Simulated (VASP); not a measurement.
Set up this calculation in VASP 6.6.1, as the native input.

```yaml
Task: single point
Functional: PBEsol
Potentials_or_basis: VASP PAW PBE potentials, release 64 (B, N)
Cutoff: 520 eV
k_mesh: 12 × 12 × 6
Occupations: gaussian, width 0.05 eV
Spin: no spin polarisation
Dipole_correction: no
Further_INCAR_settings: ALGO = Normal; EDIFF = 1e-07; NBANDS = 16
```

The structure of BN lies in POSCAR:

```
BN
1.0
    2.5410113138      0.0000000000      0.0000000000
   -1.2705056569      2.2005803491      0.0000000000
    0.0000000000      0.0000000000      4.2032955032
B N
2 2
Direct
    0.6638250866      0.3472507005      1.0070344723
    0.3304917533      0.6805840338      0.5070344723
    0.6695082467      0.3194159662      0.6179655277
    0.3361749134      0.6527492995      0.1179655277
```

This cell differs from its parent crystal: all B atoms moved 0.1 Å in one direction.

One way to write it, as run:

INCAR

```
  PREC = Accurate
  ENCUT = 520
  EDIFF = 1E-7
  ISMEAR = 0
  SIGMA = 0.05
  LREAL = False
  LASPH = True
  NELM = 60
  ALGO = Normal
  ISIF = 2
  LWAVE = False
  LCHARG = True
  GGA = PS
  LELF = True
  LVHAR = True
  NBANDS = 16
```

KPOINTS

```
regular mesh
0
Gamma
  12 12 6
```

Potentials or basis: VASP PAW PBE potentials, release 64 (B, N).

Command:

```sh
$ cat potpaw_PBE.64/B/POTCAR potpaw_PBE.64/N/POTCAR > POTCAR
$ mpirun -np 1 vasp_std > vasp.out
```

Results of the run:

The pressure is 4.4 GPa, the largest force is 2.780 eV/Å and the band gap on the k mesh is 5.06 eV, indirect (least direct gap 7.54 eV).

Caveat: the cell differs from its parent crystal (all B atoms moved 0.1 Å in one direction); the PAW data sets were made with another functional, which shifts forces and pressure a little.

It took 3 min on 1 thread of AMD EPYC 9R45, with other jobs on the host, peak memory 0.21 GiB.
